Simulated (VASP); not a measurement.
## SiC: single point with PBE

SiC:

```
Si C
1.0
     3.09494    0.00000    0.00000
    -1.54747    2.68029    0.00000
     0.00000    0.00000   15.18632
Si C
6 6
Direct
  0.00000 0.00000 0.12504
  0.00000 0.00000 0.62504
  0.33333 0.66667 0.29194
  0.66667 0.33333 0.79170
  0.33333 0.66667 0.95841
  0.66667 0.33333 0.45821
  0.00000 0.00000 0.99482
  0.00000 0.00000 0.50456
  0.33333 0.66667 0.17138
  0.66667 0.33333 0.66228
  0.33333 0.66667 0.83801
  0.66667 0.33333 0.32862
```

This cell differs from its parent crystal: atoms displaced along a vibrational mode.

```json
{
 "Program": "VASP 6.6.1",
 "Task": "single point",
 "Functional": "PBE",
 "Potentials or basis": "VASP PAW PBE potentials, release 64 (Si, C)",
 "Cutoff": "520 eV",
 "k mesh": "12 × 12 × 2",
 "Occupations": "gaussian, width 0.05 eV",
 "Spin": "no spin polarisation",
 "Dipole correction": "no",
 "Further INCAR settings": "ALGO = Normal; EDIFF = 1e-06; NBANDS = 36"
}
```

```
Pressure               : 0.9 GPa
Largest force          : 2.381 eV/Å
Band gap on the k mesh : 1.95 eV (least direct gap 3.05 eV)
```

Forces in eV/Å, atoms in the order of the input:
```
Si   0.000  0.000  0.179
Si   0.000  0.000  0.225
Si   0.000  0.000  0.064
Si   0.000  0.000  0.278
Si   0.000  0.000  0.094
Si   0.000  0.000  0.272
C    0.000  0.000  1.968
C    0.000  0.000 -2.381
C    0.000  0.000 -2.191
C    0.000  0.000  1.863
C    0.000  0.000 -2.280
C    0.000  0.000  1.907
```

Stress tensor (GPa, compression positive):
```
0.43 0.00 0.00
0.00 0.43 0.00
0.00 0.00 1.80
```

Levels at points of the mesh, in eV from the valence-band top:
```
           k point  band 20  band 21  band 22  band 23  band 24  band 25  band 26  band 27  band 28  band 29
(0.00, 0.00, 0.00)    -0.28    -0.28    -0.09     0.00     0.00     5.03     5.17     5.56     5.94     6.11
(0.50, 0.00, 0.00)    -2.26    -1.79    -1.75    -1.69    -1.10     1.95     2.16     3.14     3.78     4.45
(0.00, 0.00, 0.50)    -0.46    -0.11    -0.11    -0.07    -0.07     5.05     5.10     5.72     5.90     6.35
(0.50, 0.00, 0.50)    -2.13    -1.86    -1.62    -1.32    -1.29     1.98     2.01     3.29     3.41     4.55
```

It took 2.4 min on 1 thread of Intel(R) Xeon(R) Platinum 8259CL CPU @ 2.50GHz (Skylake/Cascade Lake), with other jobs on the host, peak memory 0.31 GiB.

Caveat: the cell differs from its parent crystal (atoms displaced along a vibrational mode); forces of over 1 eV/Å act on the atoms, so gaps and moduli don't describe the material at rest. A k mesh can miss the band edges.
